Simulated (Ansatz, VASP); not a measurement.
# One calculation of Ti, two programs

The input INCAR:

```
PREC = Accurate
ENCUT = 520
EDIFF = 1E-6
ISMEAR = 0
SIGMA = 0.15
LREAL = False
LASPH = True
NELM = 60
ALGO = Fast
ISIF = 2
LWAVE = False
LCHARG = False
GGA = PS
NBANDS = 12
```

The input KPOINTS:

```
regular mesh
0
Gamma
  26 26 26
```

POSCAR

```
Ti
1.0
    0.0000000000      2.0786191803      1.9265250939
    2.0786191803      0.0000000000      1.9265250939
    2.0786191803      2.0786191803      0.0000000000
Ti
1
Direct
    0.0000000000      0.0000000000      0.0000000000
```

Input for Ansatz:

```yaml
crystal:
  lattice:
    - [0.0, 2.0786191803, 1.9265250939]
    - [2.0786191803, 0.0, 1.9265250939]
    - [2.0786191803, 2.0786191803, 0.0]
  atoms:
    - { symbol: Ti, position: [0.0, 0.0, 0.0] }
basis:
  ecutwfc: 420
kpoints:
  mp_grid: { grid: [26, 26, 26] }
hamiltonian:
  xc: pbesol
scf:
  occupations: { method: gaussian, width: 0.15 }
output:
  forces: true
  stress: true
  eigenvalues: true
```

Change from the starting cell: strain +0.025 along x and y, -0.050 along z, atoms carried along.

Alike in both runs: task single point; functional PBEsol; k mesh 26 × 26 × 26; occupations gaussian, width 0.15 eV; no spin polarisation.

|  | VASP | Ansatz |
| --- | --- | --- |
| version | VASP 6.6.1 | Ansatz 0.2.0 |
| potentials or method | VASP PAW PBE potentials, release 64 (Ti_sv), cutoff 520 eV | scalar-relativistic, plane waves, PAW |
| valence electrons in the cell | 12 | 12 |

|  | VASP | Ansatz | Ansatz less VASP |
| --- | --- | --- | --- |
| gap on the k mesh at the Fermi level (eV) | none | none | - |
| pressure (GPa) | 0.0 | 0.2 | +0.29 |
| traceless stress, the component that is largest in VASP (GPa) | 1.60 | 1.59 | -0.011 |

VASP's potentials were made for PBE, not for PBEsol. A gap of «none» marks a metal or a gap that the smearing closes. The functional is the same, so the differences come from potentials, cutoffs and numerics.
